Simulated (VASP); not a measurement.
# Y2CdO4 (P3m1) in VASP: further runs, part 2 of 2

VASP 6.6.1.

**3. Single point, PBE (16.99 Å³/atom)**

This run uses another cell than the first one, of 16.99 Å³/atom.

INCAR reads:

```
SYSTEM = Y2CdO4
ALGO     = Normal         ! electronic algorithm
EDIFF    = 1E-7           ! SCF threshold, eV
ENCUT    = 520            ! plane-wave cutoff, eV
GGA      = PE             ! functional
ISIF     = 2              ! what is computed and relaxed
ISMEAR   = 0              ! smearing method
LASPH    = .True.         ! aspherical terms in the spheres
LCHARG   = .True.         ! write CHGCAR
LELF     = .True.         ! ELF
LREAL    = .False.        ! projectors in reciprocal space
LVHAR    = .True.       
LWAVE    = .False.        ! write WAVECAR
NBANDS   = 38             ! bands
NELM     = 80             ! most SCF steps
PREC     = Accurate       ! precision mode
SIGMA    = 0.02           ! smearing width, eV
```

KPOINTS reads:

```
k-points
0
Gamma
  12 12 4
  0 0 0
```

POSCAR reads:

```
Y2CdO4
1.0
    3.7329348153      0.0000000000      0.0000000000
   -1.8664674077      3.2328163807      0.0000000000
    0.0000000000      0.0000000000      9.8543836817
Y Cd O
2 1 4
Direct
    0.6666666667      0.3333333333      0.3760023060
    0.3333333333      0.6666666667      0.0267580005
    0.0000000000      0.0000000000      0.7115642058
    0.3333333333      0.6666666667      0.7884619394
    0.3333333333      0.6666666667      0.2640647350
    0.0000000000      0.0000000000      0.4783290123
    0.0000000000      0.0000000000      0.0228198612
```

Potentials or basis: VASP PAW PBE potentials, release 64 (Y_sv, Cd, O).

On the command line:

```sh
cat potpaw_PBE.64/Y_sv/POTCAR potpaw_PBE.64/Cd/POTCAR potpaw_PBE.64/O/POTCAR > POTCAR
mpirun -np 1 vasp_std > vasp.out
```

OUTCAR:

```text
SYSTEM = Y2CdO4
   EDIFF = 1E-7
   ENCUT = 520
   GGA = PE
   ISIF = 2
   ISMEAR = 0
   LASPH = .True.
   LREAL = .False.
   NELM = 80
   PREC = Accurate

 ion  position               nearest neighbor table
   1  0.667  0.333  0.376-   6 2.38   6 2.38   6 2.38   5 2.42   5 2.42   5 2.42   3 3.95   3 3.95
                             3 3.95   2 4.06   2 4.06   2 4.06
   2  0.333  0.667  0.027-   7 2.16   7 2.16   7 2.16   5 2.34   4 2.35   3 3.78   3 3.78   3 3.78
                             1 4.06   1 4.06   1 4.06
   3  0.000  0.000  0.712-   4 2.28   4 2.28   4 2.28   6 2.30   2 3.78   2 3.78   2 3.78   1 3.95
                             1 3.95   1 3.95
   4  0.333  0.667  0.788-   3 2.28   3 2.28   3 2.28   2 2.35
   5  0.333  0.667  0.264-   2 2.34   1 2.42   1 2.42   1 2.42
   6  0.000  0.000  0.478-   3 2.30   1 2.38   1 2.38   1 2.38
   7  0.000  0.000  0.023-   2 2.16   2 2.16   2 2.16

  LATTYP: Found a hexagonal cell.
 ALAT       =     3.7329348153
 C/A-ratio  =     2.6398488506

  Lattice vectors:

 A1 = (   3.7329348153,   0.0000000000,   0.0000000000)
 A2 = (  -1.8664674077,   3.2328163807,   0.0000000000)
 A3 = (   0.0000000000,   0.0000000000,   9.8543836817)

Analysis of symmetry for initial positions (statically):
=====================================================================
 Subroutine PRICEL returns:
 Original cell was already a primitive cell.

 Routine SETGRP: Setting up the symmetry group for a
 hexagonal supercell.

 Subroutine GETGRP returns: Found  6 space group operations
 (whereof  6 operations were pure point group operations)
 out of a pool of 24 trial point group operations.

The static configuration has the point symmetry C_3v.

Analysis of symmetry for dynamics (positions and initial velocities):
=====================================================================
 Subroutine PRICEL returns:
 Original cell was already a primitive cell.

 Routine SETGRP: Setting up the symmetry group for a
 hexagonal supercell.

 Subroutine GETGRP returns: Found  6 space group operations
 (whereof  6 operations were pure point group operations)
 out of a pool of 24 trial point group operations.

The dynamic configuration has the point symmetry C_3v.

 Subroutine INISYM returns: Found  6 space group operations
 (whereof  6 operations are pure point group operations),
 and found     1 'primitive' translations

----------------------------------------------------------------------------------------

                                     Primitive cell

  volume of cell :     118.9216

  direct lattice vectors                    reciprocal lattice vectors
     3.732934815  0.000000000  0.000000000     0.267885739  0.154663903  0.000000000
    -1.866467408  3.232816381  0.000000000     0.000000000  0.309327807  0.000000000
     0.000000000  0.000000000  9.854383682     0.000000000  0.000000000  0.101477681

  length of vectors
     3.732934815  3.732934815  9.854383682     0.309327807  0.309327807  0.101477681

  position of ions in fractional coordinates (direct lattice)
     0.666666667  0.333333333  0.376002306
     0.333333333  0.666666667  0.026758001
     0.000000000  0.000000000  0.711564206
     0.333333333  0.666666667  0.788461939
     0.333333333  0.666666667  0.264064735
     0.000000000  0.000000000  0.478329012
[... 43 lines left out ...]
  0.250000  0.000000  0.000000      6.000000
  0.333333 -0.000000  0.000000      6.000000
  0.416667 -0.000000  0.000000      6.000000
[... 16 lines left out ...]
  0.166667 -0.000000  0.250000      6.000000
  0.000000  0.166667  0.250000      6.000000
 [... further k-points ...]
   k-points           NKPTS =     69   k-points in BZ     NKDIM =     69   number of bands    NBANDS=     38
   number of dos      NEDOS =    301   number of ions     NIONS =      7
   total plane-waves  NPLWV =  62720
   dimension x,y,z NGX =    28 NGY =   28 NGZ =   80
   dimension x,y,z NGXF=    56 NGYF=   56 NGZF=  160
   ions per type =               2   1   4
   NGX,Y,Z   is equivalent  to a cutoff of  12.47, 12.47, 13.50 a.u.
   NGXF,Y,Z  is equivalent  to a cutoff of  24.94, 24.94, 26.99 a.u.
 SYSTEM =  Y2CdO4
   PREC   = accura    normal or accurate (medium, high low for compatibility)
   ISTART =      0    job   : 0-new  1-cont  2-samecut
   ICHARG =      2    charge: 1-file 2-atom 10-const
   ISPIN  =      1    spin polarized calculation?
   LNONCOLLINEAR =      F non collinear calculations
   LSORBIT =      F    spin-orbit coupling
   LASPH  =      T    aspherical Exc in radial PAW
   ENCUT  =  520.0 eV  38.22 Ry    6.18 a.u.   6.94  6.94 18.32*2*pi/ulx,y,z
   NELM   =     80;   NELMIN=  2; NELMDL= -5     # of ELM steps
   EDIFF  = 0.1E-06   stopping-criterion for ELM
   LREAL  =      F    real-space projection
   EDIFFG = 0.1E-05   stopping-criterion for IOM
   NSW    =      0    number of steps for IOM
   IBRION =     -1    ionic relax: 0-MD 1-quasi-New 2-CG
   NFREE  =      0    steps in history (QN), initial steepest desc. (CG)
   ISIF   =      2    stress and relaxation
   ISYM   =      2    0-nonsym 1-usesym 2-fastsym
   POTIM  = 0.5000    time-step for ionic-motion
   TEBEG  =    0.0;   TEEND  =   0.0 temperature during run
   PSTRESS=    0.0 pullay stress
   NELECT =      58.0000    total number of electrons
   NUPDOWN=      -1.0000    fix difference up-down
   EMIN   =  10.00;   EMAX   =-10.00  energy-range for DOS
   EFERMI =   0.00;   METHOD = LEGACY
   ISMEAR =     0;   SIGMA  =   0.02  broadening in eV -4-tet -1-fermi 0-gaus
   EFERMI_NEDOS =   21; number of points for ismear=-14 and -15
   IALGO  =     38    algorithm
   IMIX   =      4    mixing-type and parameters
     AMIX     =   0.40;   BMIX     =  1.00
     AMIX_MAG =   1.60;   BMIX_MAG =  1.00
  volume/ion in A,a.u.               =      16.99       114.65
  Fermi-wavevector in a.u.,A,eV,Ry     =   1.288637  2.435170 22.593627  1.660585
  Thomas-Fermi vector in A             =   2.420578
   LORBIT       =      0    0 simple, 1 ext, 2 COOP (PROOUT), +10 PAW based schemes
   GGA     = PE    functional components
   LHFCALC =     F    Hartree Fock is set to
   AEXX    =    0.0000 exact exchange contribution
   IVDW    =     0    specifies the selected vdW correction
   LEPSILON=     F    determine dielectric tensor
   LRPA    =     F    only Hartree local field effects (RPA)
 non-spin polarized calculation
 Gauss-broadening in eV      SIGMA  =   0.02
  energy-cutoff  :      520.00
  volume of cell :      118.92
 maximum number of plane-waves:      3219
   NGX = 13   NGY = 13   NGZ = 37

 number of electron      58.0000000 magnetization

 Free energy of the ion-electron system (eV)
  ---------------------------------------------------
  ext. energy  EPLUGINS =         0.00000000
  ---------------------------------------------------
  free energy    TOTEN  =       -52.52361715 eV

  energy without entropy =      -52.52361715  energy(sigma->0) =      -52.52361715

 E-fermi :   0.9810     XC(G=0):  -9.7168

 val. band max:        0.7662849905   @ k =   0.0000   0.0000   0.0000
 cond. band min:       2.5717638258   @ k =   0.0000   0.0000   0.0000
 fundamental gap:      1.8054788353
 Fermi energy:         0.9810124772

 k-point     1 :       0.0000    0.0000    0.0000
  band No.  band energies     occupation
      1     -39.7648      2.00000
      2     -39.3049      2.00000
      3     -20.0454      2.00000
      4     -19.5111      2.00000
      5     -19.5111      2.00000
      6     -19.4185      2.00000
[... 973 lines left out ...]
     37       7.7146      0.00000
     38       8.4374      0.00000

 [... further k-points ...]

------------------------ aborting loop because EDIFF is reached ----------------------------------------

  FORCE on cell =-STRESS in cart. coord.  units (eV):
  Direction    XX          YY          ZZ          XY          YZ          ZX
  --------------------------------------------------------------------------------------
  -------------------------------------------------------------------------------------
  Total       -4.3147129     -4.3147129     -4.3158703      0.0000000      0.0000000      0.0000000
  in kB      -58.1301678    -58.1301678    -58.1457609      0.0000000      0.0000000      0.0000000
  external PRESSURE =     -58.1353655 kB  Pullay stress =       0.0000000 kB

 VOLUME and BASIS-vectors are now :
 -----------------------------------------------------------------------------
  energy-cutoff  :      520.00
  volume of cell :      118.92
      direct lattice vectors                 reciprocal lattice vectors
     3.732934815  0.000000000  0.000000000     0.267885739  0.154663903  0.000000000
    -1.866467408  3.232816381  0.000000000     0.000000000  0.309327807  0.000000000
     0.000000000  0.000000000  9.854383682     0.000000000  0.000000000  0.101477681

 POSITION                                       TOTAL-FORCE (eV/Angst)
 -----------------------------------------------------------------------------------
      1.86647      1.07761      3.70527         0.000000     -0.000000     -0.002770
     -0.00000      2.15521      0.26368         0.000000     -0.000000      0.001635
      0.00000      0.00000      7.01203         0.000000     -0.000000     -0.007451
     -0.00000      2.15521      7.76981        -0.000000      0.000000      0.054244
     -0.00000      2.15521      2.60220        -0.000000      0.000000     -0.005175
      0.00000      0.00000      4.71364         0.000000     -0.000000     -0.044927
      0.00000      0.00000      0.22488         0.000000     -0.000000      0.004444
 -----------------------------------------------------------------------------------
    total drift:                                0.000002     -0.000001      0.001453

  FREE ENERGIE OF THE ION-ELECTRON SYSTEM (eV)
  ---------------------------------------------------
  free  energy   TOTEN  =       -52.5236171479 eV

  energy  without entropy=      -52.5236171479  energy(sigma->0) =      -52.52361715
```

Run time: 5.6 min. Hardware: 1 thread of Intel Xeon Platinum 8259CL at 2.50GHz (Skylake/Cascade Lake), shared host; peak memory 0.46 GiB.

Results:

```
Free energy            : -52.5236 eV
Pressure               : -5.8 GPa
Largest force          : 0.054 eV/Å
Band gap on the k mesh : 1.81 eV
```

Forces on the atoms (eV/Å):
```
Y    0.000  0.000 -0.003
Y    0.000  0.000  0.002
Cd   0.000  0.000 -0.007
O    0.000  0.000  0.054
O    0.000  0.000 -0.005
O    0.000  0.000 -0.045
O    0.000  0.000  0.004
```

Caveat: the cell stands under tension. A k mesh can miss the band edges.
